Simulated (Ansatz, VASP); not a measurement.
# Two plane-wave programs on SiC

```
CELL_PARAMETERS angstrom
0.00000 2.20193 2.20193
2.20193 0.00000 2.20193
2.20193 2.20193 0.00000
ATOMIC_POSITIONS crystal
Si 0.00000 0.00000 0.00000
C 0.75000 0.75000 0.75000
```

Alike in both runs: task single point; functional r2SCAN; dispersion D4; k mesh 10 × 10 × 10; occupations gaussian, width 0.05 eV; no spin polarisation.

|  | VASP | Ansatz |
| --- | --- | --- |
| version | VASP 6.6.1 | Ansatz 0.2.0 |
| potentials or method | VASP PAW PBE potentials, release 64 (Si, C), cutoff 520 eV | scalar-relativistic, plane waves, PAW |
| valence electrons in the cell | 8 | 8 |

```tsv
	VASP	Ansatz	Ansatz less VASP
gap on the k mesh at the Fermi level (eV)	1.74	1.73	-0.010
least direct gap on the mesh (eV)	5.02	5.00	-0.012
pressure (GPa)	-8.5	-8.3	+0.16
```

VASP's potentials were made for PBE, not for r2SCAN.
